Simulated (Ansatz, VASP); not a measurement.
Two plane-wave programs on CdS

```xyz
2
Lattice="0.0000 2.9122 2.9122 2.9122 0.0000 2.9122 2.9122 2.9122 0.0000" Properties=species:S:1:pos:R:3 pbc="T T T"
Cd    0.0000    0.0000    0.0000
S     4.3683    4.3683    4.3683
```

Alike in both runs: task single point; functional PBEsol; k mesh 6 × 6 × 6; occupations gaussian, width 0.02 eV; no spin polarisation.

|  | VASP | Ansatz |
| --- | --- | --- |
| version | VASP 6.6.1 | Ansatz 0.2.0 |
| potentials or method | VASP PAW PBE potentials, release 64 (Cd, S), cutoff 500 eV | scalar-relativistic, plane waves, PAW |
| valence electrons in the cell | 18 | 26 |

Ansatz gave:

- gap on the k mesh at the Fermi level (eV): 1.01
- least direct gap on the mesh (eV): 1.01
- pressure (GPa): 0.0

Problem. Estimate VASP's values.

Solution. gap on the k mesh at the Fermi level (eV): 1.02; least direct gap on the mesh (eV): 1.02; pressure (GPa): 0.4.

VASP's potentials were made for PBE, not for PBEsol, and Ansatz warns of the same on its side. The functional is the same, so the differences come from potentials, cutoffs and numerics. VASP's potentials hold 18 valence electrons a cell and Ansatz's 26, so a difference there can come from the potentials and not from the codes.
